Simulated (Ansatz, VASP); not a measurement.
## SrCl2: VASP beside Ansatz

```
Sr Cl
1.0
     0.00000    3.51921    3.51921
     3.51921    0.00000    3.51921
     3.51921    3.51921    0.00000
Sr Cl
1 2
Direct
  0.00000 0.00000 0.00000
  0.25000 0.25000 0.25000
  0.75000 0.75000 0.75000
```

Alike in both runs: functional PBE; k mesh 6 × 6 × 6; occupations fermi-dirac, width 0.02 eV; no spin polarisation.

Ansatz relaxed the structure, and its values are those at the end. VASP's run is a single point on that final structure, the one shown.

|  | VASP | Ansatz |
| --- | --- | --- |
| version | VASP 6.6.1 | Ansatz 0.2.0 |
| potentials or method | VASP PAW PBE potentials, release 64 (Sr_sv, Cl), cutoff 520 eV | all-electron LAPW, scalar-relativistic |

Ansatz gave:

```
gap on the k mesh at the Fermi level (eV) : 5.24
pressure (GPa)                            : 0.0
```

Estimate VASP's values.

gap on the k mesh at the Fermi level (eV): 5.24; pressure (GPa): 0.1.

Ansatz ran all-electron here, and VASP with PAW potentials.
